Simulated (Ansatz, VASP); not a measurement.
## Two plane-wave programs on Cd

INCAR

```
SYSTEM = Cd
PREC = Accurate
ENCUT = 400
EDIFF = 1E-8
ISMEAR = -1
SIGMA = 0.05
LREAL = .FALSE.
LASPH = .TRUE.
NELM = 120
ALGO = Normal
ISIF = 2
LWAVE = .FALSE.
LCHARG = .FALSE.
GGA = PE
LEFG = .TRUE.
NBANDS = 19
GGA_COMPAT = .FALSE.
```

The input KPOINTS:

```
Automatic mesh
0
G
  16 16 7
  0 0 0
```

Contents of POSCAR:

```
Cd
1.0
    3.0372966056      0.0000000000      0.0000000000
   -1.5186483028      2.6303760192      0.0000000000
    0.0000000000      0.0000000000      5.7278279719
Cd
2
Direct
    0.3333333333      0.6666666667      0.2500000000
    0.6666666667      0.3333333333      0.7500000000
```

Input for Ansatz:

```yaml
crystal:
  lattice:
    - [3.0372966056, 0.0, 0.0]
    - [-1.5186483028, 2.6303760192, 0.0]
    - [0.0, 0.0, 5.7278279719]
  atoms:
    - { symbol: Cd, position: [0.3333333333, 0.6666666667, 0.25] }
    - { symbol: Cd, position: [0.6666666667, 0.3333333333, 0.75] }
kpoints:
  mp_grid: { grid: [16, 16, 7] }
scf:
  occupations: { method: fermi_dirac, width: 0.05 }
hamiltonian:
  xc: pbe
  pseudopotentials: { kind: paw }
output:
  forces: true
  stress: true
  eigenvalues: true
  efg: { contact_densities: true }
```

Change from the starting cell: volume scaled by 1.06, PAW files.

Alike in both runs: task electric field gradients; functional PBE; k mesh 16 × 16 × 7; occupations fermi-dirac, width 0.05 eV; no spin polarisation.

```csv
,VASP,Ansatz
version,VASP 6.6.1,Ansatz 0.2.0
potentials or method,"VASP PAW PBE potentials, release 64 (Cd)","PAW with Ansatz's default frozen-core files, scalar-relativistic"
plane-wave cutoff (eV),400,420
valence electrons in the cell,24,40
```

Ansatz gave:

```
pressure (GPa)                                                : -0.2
traceless stress, the component that is largest in VASP (GPa) : -0.05
size of Vzz on the site where it differs most (V/Å²)          : 67.3
```

Task: Estimate VASP's values.

Result: Pressure (GPa): -0.8; traceless stress, the component that is largest in VASP (GPa): -0.16; size of Vzz on the site where it differs most (V/Å²): 71.7.

With one functional, cell and mesh, what is left measures potentials, basis and numerics. VASP's potentials hold 24 valence electrons a cell and Ansatz's 40, so a difference there can come from the potentials and not from the codes.
